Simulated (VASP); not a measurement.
# C (C2/m) in VASP: single point with PBE

Aim: the single point of C with PBE.

All numbers are computed with VASP 6.6.1; they aren't measurements. Logs are shortened: lines on timing, memory, paths and dates and some standing lists are left out, and cuts for length are marked.

### 1 The cell of the first run

The structure is monoclinic, space group C2/m (No. 12). Conventional cell: a = 4.368 Å, b = 2.522 Å, c = 4.368 Å, α = 90.00°, β = 109.47°, γ = 90.00°. Within 2.1 Å of C (site symmetry m) lie 4 C at 1.54 to 1.55 Å. C (site symmetry m) has 4 C at 1.54 to 1.55 Å within 2.1 Å.

### 2 Single point, PBE (atoms displaced along a vibrational mode)

INCAR

```
SYSTEM = C
PREC = Accurate ; ENCUT = 520
EDIFF = 1E-6 ; ISMEAR = 0
SIGMA = 0.05 ; LREAL = .False.
LASPH = .True. ; NELM = 100
ALGO = Normal ; ISIF = 2
LWAVE = .False. ; LCHARG = .False.
GGA = PE ; NBANDS = 16
```

KPOINTS

```
regular mesh
0
Gamma
  12 12 10
  0 0 0
```

POSCAR

```
C
1.0
    0.0000000000     -1.7834000000     -1.7834000000
   -1.7834000000      0.0000000000     -1.7834000000
    1.7834000000      1.7834000000     -3.5668000000
C
4
Direct
    0.7362650756      0.7362650756      0.7499999440
    0.2637349244      0.2637349244      0.2500000560
    0.3612650756      0.3612650756      0.8749999440
    0.8887349244      0.8887349244      0.3750000560
```

Potentials or basis: VASP PAW PBE potentials, release 64 (C).

Run with:

```
cat potpaw_PBE.64/C/POTCAR > POTCAR
mpirun -np 1 vasp_std > vasp.out
```

OUTCAR:

```text
SYSTEM = C
   PREC = Accurate
   ENCUT = 520
   EDIFF = 1E-6
   ISMEAR = 0
   LREAL = .False.
   LASPH = .True.
   NELM = 100
   ISIF = 2
   GGA = PE

 ion  position               nearest neighbor table
   1  0.736  0.736  0.750-   3 1.54   3 1.54   3 1.54   4 1.55
   2  0.264  0.264  0.250-   4 1.54   4 1.54   4 1.54   3 1.55
   3  0.361  0.361  0.875-   1 1.54   1 1.54   1 1.54   2 1.55
   4  0.889  0.889  0.375-   2 1.54   2 1.54   2 1.54   1 1.55

  LATTYP: Found a trigonal (rhomboedric) cell.
 ALAT       =     4.3684200073
 COS(alpha) =     0.8333333333

  Lattice vectors:

 A1 = (   1.7834000000,   3.5668000000,  -1.7834000000)
 A2 = (   3.5668000000,   1.7834000000,  -1.7834000000)
 A3 = (   1.7834000000,   1.7834000000,  -3.5668000000)

Analysis of symmetry for initial positions (statically):
=====================================================================
 Subroutine PRICEL returns:
 Original cell was already a primitive cell.

 Routine SETGRP: Setting up the symmetry group for a
 trigonal (rhombohedral) supercell.

 Subroutine GETGRP returns: Found  4 space group operations
 (whereof  2 operations were pure point group operations)
 out of a pool of 12 trial point group operations.

The static configuration has the point symmetry C_1h.
 The point group associated with its full space group is C_2h.

Analysis of symmetry for dynamics (positions and initial velocities):
=====================================================================
 Subroutine PRICEL returns:
 Original cell was already a primitive cell.

 Routine SETGRP: Setting up the symmetry group for a
 trigonal (rhombohedral) supercell.

 Subroutine GETGRP returns: Found  4 space group operations
 (whereof  2 operations were pure point group operations)
 out of a pool of 12 trial point group operations.

The dynamic configuration has the point symmetry C_1h.
 The point group associated with its full space group is C_2h.

 Subroutine INISYM returns: Found  4 space group operations
 (whereof  2 operations are pure point group operations),
 and found     1 'primitive' translations

----------------------------------------------------------------------------------------

                                     Primitive cell

  volume of cell :      22.6885

  direct lattice vectors                    reciprocal lattice vectors
     0.000000000 -1.783400000 -1.783400000     0.140181675 -0.420545026 -0.140181675
    -1.783400000  0.000000000 -1.783400000    -0.420545026  0.140181675 -0.140181675
     1.783400000  1.783400000 -3.566800000     0.140181675  0.140181675 -0.140181675

  length of vectors
     2.522108467  2.522108467  4.368420007     0.464930020  0.464930020  0.242801784

  position of ions in fractional coordinates (direct lattice)
     0.736265076  0.736265076  0.749999944
     0.263734924  0.263734924  0.250000056
     0.361265076  0.361265076  0.874999944
     0.888734924  0.888734924  0.375000056

  ion indices of the primitive-cell ions
   primitive index   ion index
                 1           1
                 2           2
                 3           3
                 4           4

----------------------------------------------------------------------------------------

 KPOINTS: regular mesh

Automatic generation of k-mesh.
 Grid dimensions read from file:
 generate k-points for:   12   12   10

 Generating k-lattice:

  Cartesian coordinates                     Fractional coordinates (reciprocal lattice)
     0.011681806 -0.035045419 -0.011681806     0.083333333  0.000000000  0.000000000
    -0.035045419  0.011681806 -0.011681806     0.000000000  0.083333333  0.000000000
     0.014018168  0.014018168 -0.014018168     0.000000000  0.000000000  0.100000000

  Length of vectors
     0.038744168  0.038744168  0.024280178

  Shift w.r.t. Gamma in fractional coordinates (k-lattice)
     0.000000000  0.000000000  0.000000000

 -----------------------------------------------------------------------------
|                                                                             |
|           W    W    AA    RRRRR   N    N  II  N    N   GGGG   !!!           |
|           W    W   A  A   R    R  NN   N  II  NN   N  G    G  !!!           |
|           W    W  A    A  R    R  N N  N  II  N N  N  G       !!!           |
|           W WW W  AAAAAA  RRRRR   N  N N  II  N  N N  G  GGG   !            |
|           WW  WW  A    A  R   R   N   NN  II  N   NN  G    G                |
|           W    W  A    A  R    R  N    N  II  N    N   GGGG   !!!           |
|                                                                             |
|     Your reciprocal lattice and k-lattice belong to different lattice       |
|     classes:                                                                |
|                                                                             |
|        The reciprocal lattice is rhombohedral (trigonal),                   |
|        whereas your k-lattice is base-centered monoclinic.                  |
|                                                                             |
|     Results are often still useful ...                                      |
|                                                                             |
 -----------------------------------------------------------------------------

 WARNING: IBZKPT: internal override: KBLOWUP is changed to .FALSE.
      ... skipping the blow-up phase ...

 Subroutine IBZKPT returns following result:
 ===========================================

 Found    398 irreducible k-points:

 Following reciprocal coordinates:
            Coordinates               Weight
  0.000000  0.000000  0.000000      1.000000
  0.083333  0.000000  0.000000      4.000000
  0.166667  0.000000  0.000000      4.000000
  0.250000  0.000000  0.000000      4.000000
  0.333333  0.000000  0.000000      4.000000
  0.416667  0.000000  0.000000      4.000000
[... 16 lines left out ...]
  0.500000  0.166667  0.000000      4.000000
 -0.416667  0.166667 -0.000000      4.000000
 [... further k-points ...]
   k-points           NKPTS =    398   k-points in BZ     NKDIM =    398   number of bands    NBANDS=     16
   number of dos      NEDOS =    301   number of ions     NIONS =      4
   total plane-waves  NPLWV =  12800
   dimension x,y,z NGX =    20 NGY =   20 NGZ =   32
   dimension x,y,z NGXF=    40 NGYF=   40 NGZF=   64
   ions per type =               4
   NGX,Y,Z   is equivalent  to a cutoff of  13.18, 13.18, 12.18 a.u.
   NGXF,Y,Z  is equivalent  to a cutoff of  26.37, 26.37, 24.36 a.u.
 SYSTEM =  C
   PREC   = accura    normal or accurate (medium, high low for compatibility)
   ISTART =      0    job   : 0-new  1-cont  2-samecut
   ICHARG =      2    charge: 1-file 2-atom 10-const
   ISPIN  =      1    spin polarized calculation?
   LNONCOLLINEAR =      F non collinear calculations
   LSORBIT =      F    spin-orbit coupling
   LASPH  =      T    aspherical Exc in radial PAW
   ENCUT  =  520.0 eV  38.22 Ry    6.18 a.u.   4.69  4.69  8.12*2*pi/ulx,y,z
   NELM   =    100;   NELMIN=  2; NELMDL= -5     # of ELM steps
   EDIFF  = 0.1E-05   stopping-criterion for ELM
   LREAL  =      F    real-space projection
   EDIFFG = 0.1E-04   stopping-criterion for IOM
   NSW    =      0    number of steps for IOM
   IBRION =     -1    ionic relax: 0-MD 1-quasi-New 2-CG
   NFREE  =      0    steps in history (QN), initial steepest desc. (CG)
   ISIF   =      2    stress and relaxation
   ISYM   =      2    0-nonsym 1-usesym 2-fastsym
   POTIM  = 0.5000    time-step for ionic-motion
   TEBEG  =    0.0;   TEEND  =   0.0 temperature during run
   PSTRESS=    0.0 pullay stress
   NELECT =      16.0000    total number of electrons
   NUPDOWN=      -1.0000    fix difference up-down
   EMIN   =  10.00;   EMAX   =-10.00  energy-range for DOS
   EFERMI =   0.00;   METHOD = LEGACY
   ISMEAR =     0;   SIGMA  =   0.05  broadening in eV -4-tet -1-fermi 0-gaus
   EFERMI_NEDOS =   21; number of points for ismear=-14 and -15
   IALGO  =     38    algorithm
   IMIX   =      4    mixing-type and parameters
     AMIX     =   0.40;   BMIX     =  1.00
     AMIX_MAG =   1.60;   BMIX_MAG =  1.00
  volume/ion in A,a.u.               =       5.67        38.28
  Fermi-wavevector in a.u.,A,eV,Ry     =   1.457178  2.753668 28.890189  2.123369
  Thomas-Fermi vector in A             =   2.574010
   LORBIT       =      0    0 simple, 1 ext, 2 COOP (PROOUT), +10 PAW based schemes
   GGA     = PE    functional components
   LHFCALC =     F    Hartree Fock is set to
   AEXX    =    0.0000 exact exchange contribution
   IVDW    =     0    specifies the selected vdW correction
   LEPSILON=     F    determine dielectric tensor
   LRPA    =     F    only Hartree local field effects (RPA)
 non-spin polarized calculation
 Gauss-broadening in eV      SIGMA  =   0.05
  energy-cutoff  :      520.00
  volume of cell :       22.69
 maximum number of plane-waves:       625
   NGX =  9   NGY =  9   NGZ = 17

 number of electron      15.9999998 magnetization

 Free energy of the ion-electron system (eV)
  ---------------------------------------------------
  ext. energy  EPLUGINS =         0.00000000
  ---------------------------------------------------
  free energy    TOTEN  =       -36.27561147 eV

  energy without entropy =      -36.27561147  energy(sigma->0) =      -36.27561147

 E-fermi :  10.0343     XC(G=0): -13.2559

 val. band max:        9.7837309850   @ k =   0.0000   0.0000   0.0000
 cond. band min:      13.8351152314   @ k =  -0.3333  -0.3333   0.3000
 fundamental gap:      4.0513842464
 Fermi energy:        10.0343477032

 k-point     1 :       0.0000    0.0000    0.0000
  band No.  band energies     occupation
      1     -11.7449      2.00000
      2      -5.9744      2.00000
      3      -3.6184      2.00000
      4       6.9486      2.00000
      5       6.9672      2.00000
      6       9.6441      2.00000
[... 8 lines left out ...]
     15      22.9805      0.00000
     16      25.4468      0.00000

 k-point     2 :       0.0833    0.0000    0.0000
  band No.  band energies     occupation
      1     -11.5685      2.00000
      2      -5.8757      2.00000
      3      -3.4002      2.00000
      4       6.1626      2.00000
      5       6.7234      2.00000
      6       8.7709      2.00000
[... 8 lines left out ...]
     15      23.1148      0.00000
     16      25.4050      0.00000

 k-point     3 :       0.1667    0.0000    0.0000
  band No.  band energies     occupation
      1     -11.0411      2.00000
      2      -5.5653      2.00000
      3      -2.7740      2.00000
      4       4.2655      2.00000
      5       6.1493      2.00000
      6       6.8321      2.00000
[... 8 lines left out ...]
     15      23.2134      0.00000
     16      25.1294      0.00000

 k-point     4 :       0.2500    0.0000    0.0000
  band No.  band energies     occupation
      1     -10.1689      2.00000
      2      -5.0272      2.00000
      3      -1.8325      2.00000
      4       1.9909      2.00000
      5       4.6306      2.00000
      6       5.5337      2.00000
[... 8 lines left out ...]
     15      23.1457      0.00000
     16      24.5208      0.00000
[... 324 lines left out ...]
 k-point    22 :       0.4167    0.1667    0.0000
  band No.  band energies     occupation
      1      -8.3038      2.00000
      2      -4.5706      2.00000
      3      -0.8190      2.00000
      4       1.1780      2.00000
      5       2.2632      2.00000
      6       3.5389      2.00000
[... 8 lines left out ...]
     15      22.4160      0.00000
     16      24.4319      0.00000

 k-point    23 :       0.5000    0.1667    0.0000
  band No.  band energies     occupation
      1      -6.7856      2.00000
      2      -4.1849      2.00000
      3      -1.9882      2.00000
      4       1.0141      2.00000
      5       1.9521      2.00000
      6       2.4092      2.00000
[... 8 lines left out ...]
     15      23.7615      0.00000
     16      24.0606      0.00000

 k-point    24 :      -0.4167    0.1667   -0.0000
  band No.  band energies     occupation
      1      -5.4513      2.00000
      2      -5.0350      2.00000
      3      -1.2721      2.00000
      4      -0.3731      2.00000
      5       1.6881      2.00000
      6       2.4268      2.00000
[... 8 lines left out ...]
     15      24.1212      0.00000
     16      24.9849      0.00000

 [... further k-points ...]

------------------------ aborting loop because EDIFF is reached ----------------------------------------

  FORCE on cell =-STRESS in cart. coord.  units (eV):
  Direction    XX          YY          ZZ          XY          YZ          ZX
  --------------------------------------------------------------------------------------
  -------------------------------------------------------------------------------------
  Total        0.3802072      0.3802072      0.2054796     -0.0265305     -0.0395584     -0.0395584
  in kB       26.8487879     26.8487879     14.5101877     -1.8734834     -2.7934618     -2.7934615
  external PRESSURE =      22.7359211 kB  Pullay stress =       0.0000000 kB

 VOLUME and BASIS-vectors are now :
 -----------------------------------------------------------------------------
  energy-cutoff  :      520.00
  volume of cell :       22.69
      direct lattice vectors                 reciprocal lattice vectors
     0.000000000 -1.783400000 -1.783400000     0.140181675 -0.420545026 -0.140181675
    -1.783400000  0.000000000 -1.783400000    -0.420545026  0.140181675 -0.140181675
     1.783400000  1.783400000 -3.566800000     0.140181675  0.140181675 -0.140181675

 POSITION                                       TOTAL-FORCE (eV/Angst)
 -----------------------------------------------------------------------------------
      0.02449      0.02449     -5.30121        -0.337357     -0.337357     -0.645801
     -0.02449     -0.02449     -1.83239         0.309947      0.309947      0.646606
      0.91619      0.91619     -4.40951        -0.309947     -0.309947     -0.646606
     -0.91619     -0.91619     -4.50749         0.337357      0.337357      0.645801
 -----------------------------------------------------------------------------------
    total drift:                                0.000000      0.000000     -0.000000

  FREE ENERGIE OF THE ION-ELECTRON SYSTEM (eV)
  ---------------------------------------------------
  free  energy   TOTEN  =       -36.2756114707 eV

  energy  without entropy=      -36.2756114707  energy(sigma->0) =      -36.27561147
```

It took 2 min on 1 thread of Intel Xeon Platinum 8375C at 2.90GHz (Ice Lake), shared host; peak memory 0.21 GiB.

Results:

```
Free energy            : -36.2756 eV
Pressure               : 2.3 GPa
Largest force          : 0.803 eV/Å
Band gap on the k mesh : 4.05 eV
```

Forces in eV/Å, atoms in the order of the input:
```
C   -0.337 -0.337 -0.646
C    0.310  0.310  0.647
C   -0.310 -0.310 -0.647
C    0.337  0.337  0.646
```

Caveat: the cell differs from its parent crystal (atoms displaced along a vibrational mode).
